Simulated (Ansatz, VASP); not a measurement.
**FePt: VASP beside Ansatz**

```
Fe Pt
1.0
     2.73968    0.00000    0.00000
     0.00000    2.73968    0.00000
     0.00000    0.00000    3.72450
Fe Pt
1 1
Direct
  0.50000 0.50000 0.50000
  0.00000 0.00000 0.00000
```

Change from the starting cell: volume scaled by 1.02.

Alike in both runs: task single point; functional PBE; k mesh 12 × 12 × 9; occupations fermi-dirac, width 0.05 eV; collinear spin.

|  | VASP | Ansatz |
| --- | --- | --- |
| version | VASP 6.6.1 | Ansatz 0.2.0 |
| potentials or method | VASP PAW PBE potentials, release 64 (Fe, Pt), cutoff 520 eV | all-electron LAPW, scalar-relativistic |

```csv
,VASP,Ansatz,Ansatz less VASP
pressure (GPa),0.4,0.8,+0.43
"traceless stress, the component that is largest in VASP (GPa)",1.12,1.10,-0.023
net moment per atom (μB),1.66,1.66,+0.005
size of the moment on the site where the two differ most (μB),2.95,3.00,+0.052
```

Site moments also hang on the region over which each program counts them. Ansatz ran all-electron here, and VASP with PAW potentials.

Spin-orbit coupling is off throughout.
